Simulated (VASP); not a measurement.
# Zr (Immm) in VASP: electric field gradients with PBE

Aim: the electric field gradients of Zr with PBE.

All numbers are computed with VASP 6.6.1; they aren't measurements. Logs are shortened: lines on timing, memory, paths and dates and some standing lists are left out, and cuts for length are marked.

**1. The cell of the first run**

Symmetry: Immm, No. 71, orthorhombic system. Conventional cell: a = 3.141 Å, b = 3.237 Å, c = 4.510 Å, α = 90.00°, β = 90.00°, γ = 90.00°. Zr (site symmetry mmm) has 12 Zr at 3.14 to 3.24 Å within 4.1 Å.

**2. Electric field gradients, PBE (xy shear strain of -3 %)**

INCAR reads:

```
ALGO = Normal
EDIFF = 1E-8
ENCUT = 520
GGA = PE
ISIF = 2
ISMEAR = -1
LASPH = True
LCHARG = False
LEFG = True
LREAL = False
LWAVE = False
NBANDS = 12
NELM = 80
PREC = Accurate
SIGMA = 0.05
```

KPOINTS reads:

```
k-points
0
Gamma
  16 16 16
```

POSCAR reads:

```
Zr
1.0
   -0.0338250000      2.2550000000      2.2550000000
    2.2550000000     -0.0338250000      2.2550000000
    2.2211750000      2.2211750000      0.0000000000
Zr
1
Direct
    0.0000000000      0.0000000000      0.0000000000
```

Potentials or basis: VASP PAW PBE potentials, release 64 (Zr_sv).

The run is started by

```
> cat potpaw_PBE.64/Zr_sv/POTCAR > POTCAR
> mpirun -np 1 vasp_std > vasp.out
```

OUTCAR:

```text
EDIFF = 1E-8
   ENCUT = 520
   GGA = PE
   ISIF = 2
   ISMEAR = -1
   LASPH = True
   LREAL = False
   NELM = 80
   PREC = Accurate

 ion  position               nearest neighbor table
   1  0.000  0.000  0.000-

  LATTYP: Found a body centered orthorhombic cell.
 ALAT       =     3.1412158094
 B/A-ratio  =     1.0304568528
 C/A-ratio  =     1.4357498095

  Lattice vectors:

 A1 = (   0.0338250000,  -2.2550000000,  -2.2550000000)
 A2 = (  -0.0338250000,   2.2550000000,  -2.2550000000)
 A3 = (   2.2550000000,  -0.0338250000,   2.2550000000)

Analysis of symmetry for initial positions (statically):
=====================================================================
 Subroutine PRICEL returns:
 Original cell was already a primitive cell.

 Routine SETGRP: Setting up the symmetry group for a
 body centered orthorhombic supercell.

 Subroutine GETGRP returns: Found  8 space group operations
 (whereof  8 operations were pure point group operations)
 out of a pool of  8 trial point group operations.

The static configuration has the point symmetry D_2h.

Analysis of symmetry for dynamics (positions and initial velocities):
=====================================================================
 Subroutine PRICEL returns:
 Original cell was already a primitive cell.

 Routine SETGRP: Setting up the symmetry group for a
 body centered orthorhombic supercell.

 Subroutine GETGRP returns: Found  8 space group operations
 (whereof  8 operations were pure point group operations)
 out of a pool of  8 trial point group operations.

The dynamic configuration has the point symmetry D_2h.

 Subroutine INISYM returns: Found  8 space group operations
 (whereof  8 operations are pure point group operations),
 and found     1 'primitive' translations

----------------------------------------------------------------------------------------

                                     Primitive cell

  volume of cell :      22.9283

  direct lattice vectors                    reciprocal lattice vectors
    -0.033825000  2.255000000  2.255000000    -0.218452700  0.218452700  0.221729490
     2.255000000 -0.033825000  2.255000000     0.218452700 -0.218452700  0.221729490
[... 125 lines left out ...]
  ---------------------------------------------------
  free energy    TOTEN  =        -8.48293388 eV

  energy without entropy =       -8.46943765  energy(sigma->0) =       -8.47618577

 E-fermi :   9.0612     XC(G=0): -11.1511

 val. band max:        9.0604502871   @ k =   0.1250   0.0000   0.1875
 cond. band min:       9.0618590024   @ k =  -0.4375   0.4375   0.2500
 fundamental gap:      0.0014087152
 Fermi energy:         9.0611899310

 k-point     1 :       0.0000    0.0000    0.0000
  band No.  band energies     occupation
      1     -39.6182      2.00000
      2     -17.1364      2.00000
      3     -17.1137      2.00000
      4     -17.0864      2.00000
      5       3.4816      2.00000
      6       9.8365      0.00000
      7      10.0226      0.00000
      8      10.2560      0.00000
      9      12.5109      0.00000
     10      12.5135      0.00000
     11      19.5834      0.00000
     12      23.5110      0.00000
[... 331 lines left out ...]
 k-point    24 :      -0.0625    0.0625    0.0000
  band No.  band energies     occupation
      1     -39.6047      2.00000
      2     -17.2250      2.00000
      3     -17.1433      2.00000
      4     -17.0935      2.00000
      5       3.8076      2.00000
      6       9.5690      0.00008
      7      10.1430      0.00000
      8      10.3980      0.00000
      9      12.2618      0.00000
     10      12.5346      0.00000
     11      20.2511      0.00000
     12      22.5954      0.00000

 [... further k-points ...]

------------------------ aborting loop because EDIFF is reached ----------------------------------------

  FORCE on cell =-STRESS in cart. coord.  units (eV):
  Direction    XX          YY          ZZ          XY          YZ          ZX
  --------------------------------------------------------------------------------------
  -------------------------------------------------------------------------------------
  Total        0.1631127      0.1631127      0.1484381      0.1951528      0.0000000      0.0000000
  in kB       11.3979392     11.3979392     10.3725152     13.6368297      0.0000000      0.0000000
  external PRESSURE =      11.0561312 kB  Pullay stress =       0.0000000 kB

 VOLUME and BASIS-vectors are now :
 -----------------------------------------------------------------------------
  energy-cutoff  :      520.00
  volume of cell :       22.93
      direct lattice vectors                 reciprocal lattice vectors
    -0.033825000  2.255000000  2.255000000    -0.218452700  0.218452700  0.221729490
     2.255000000 -0.033825000  2.255000000     0.218452700 -0.218452700  0.221729490
     2.221175000  2.221175000  0.000000000     0.225106081  0.225106081 -0.221729490

 POSITION                                       TOTAL-FORCE (eV/Angst)
 -----------------------------------------------------------------------------------
      0.00000      0.00000      0.00000        -0.000000      0.000000     -0.000000
 -----------------------------------------------------------------------------------
    total drift:                                0.000000      0.000000      0.000000

  FREE ENERGIE OF THE ION-ELECTRON SYSTEM (eV)
  ---------------------------------------------------
  free  energy   TOTEN  =        -8.4829338829 eV

  energy  without entropy=       -8.4694376479  energy(sigma->0) =       -8.47618577

 Electric field gradients (V/A^2)
---------------------------------------------------------------------
 ion       V_xx      V_yy      V_zz      V_xy      V_xz      V_yz
---------------------------------------------------------------------
   1       0.550     0.550    -1.100    15.134    -0.000    -0.000
---------------------------------------------------------------------

 Electric field gradients after diagonalization (V/A^2)
 (convention: |V_zz| > |V_xx| > |V_yy|)
----------------------------------------------------------------------
 ion       V_xx      V_yy      V_zz     asymmetry (V_yy - V_xx)/ V_zz
----------------------------------------------------------------------
   1     -14.584    -1.100    15.684       0.860
----------------------------------------------------------------------

           NMR quadrupolar parameters

 Cq : quadrupolar parameter    Cq=e*Q*V_zz/h
 eta: asymmetry parameters     (V_yy - V_xx)/ V_zz
 Q  : nuclear electric quadrupole moment in mb (millibarn)
----------------------------------------------------------------------
 ion       Cq(MHz)       eta       Q (mb)
----------------------------------------------------------------------
   1       0.038       0.860       1.000
----------------------------------------------------------------------
```

OSZICAR:

```text
N       E                     dE             d eps       ncg     rms          rms(c)
DAV:   1     0.869746341990E+02    0.86975E+02   -0.69859E+03 14972   0.100E+03
DAV:   2    -0.573857694693E+01   -0.92713E+02   -0.90005E+02 16972   0.269E+02
DAV:   3    -0.873830434698E+01   -0.29997E+01   -0.29593E+01 22448   0.411E+01
DAV:   4    -0.881030087716E+01   -0.71997E-01   -0.71915E-01 17208   0.594E+00
DAV:   5    -0.881177306830E+01   -0.14722E-02   -0.14721E-02 21968   0.644E-01    0.104E+01
DAV:   6    -0.853097873318E+01    0.28079E+00   -0.37399E-01 16372   0.567E+00    0.418E+00
DAV:   7    -0.847975156256E+01    0.51227E-01   -0.19953E-01 18072   0.396E+00    0.715E-01
DAV:   8    -0.848294427731E+01   -0.31927E-02   -0.12336E-02 17748   0.128E+00    0.879E-02
DAV:   9    -0.848294250915E+01    0.17682E-05   -0.41828E-04 19484   0.176E-01    0.234E-02
DAV:  10    -0.848293876864E+01    0.37405E-05   -0.14775E-05 17508   0.404E-02    0.699E-03
DAV:  11    -0.848293409517E+01    0.46735E-05   -0.18984E-06 22244   0.118E-02    0.140E-03
DAV:  12    -0.848293387462E+01    0.22055E-06   -0.52393E-08 21520   0.176E-03    0.422E-04
DAV:  13    -0.848293388289E+01   -0.82782E-08   -0.19702E-09 10616   0.465E-04
   1 F= -.84829339E+01 E0= -.84761858E+01  d E =-.134962E-01
```

stdout:

```text
POSCAR found type information on POSCAR Zr
 POSCAR found :  1 types and       1 ions
 scaLAPACK will be used
 LDA part: xc-table for (Slater+PW92), standard interpolation
 POSCAR, INCAR and KPOINTS ok, starting setup
 FFT: planning ... GRIDC
 FFT: planning ... GRID_SOFT
 FFT: planning ... GRID
 WAVECAR not read
 entering main loop
ion   1
```

Run time: 2.7 min. Hardware: 1 thread of Intel Xeon 8259CL, shared host; peak memory 0.27 GiB.

What came out:

```
Free energy                             : -8.4829 eV
Pressure                                : 1.1 GPa
Band gap on the k mesh                  : zero (bands 6 and 7 overlap by 1.26 eV)
Largest electric field gradient by atom : Zr +15.7 V/Å²
```

Electric field gradients, principal values (V/Å²):
```csv
atom,least,middle,greatest (by size)
1 Zr,-1.100,-14.584,15.684
```

Caveat: the cell differs from its parent crystal (xy shear strain of -3 %); without QUAD_EFG the Cq values of the log hold for a quadrupole moment of 1 mb, not for the nuclei.
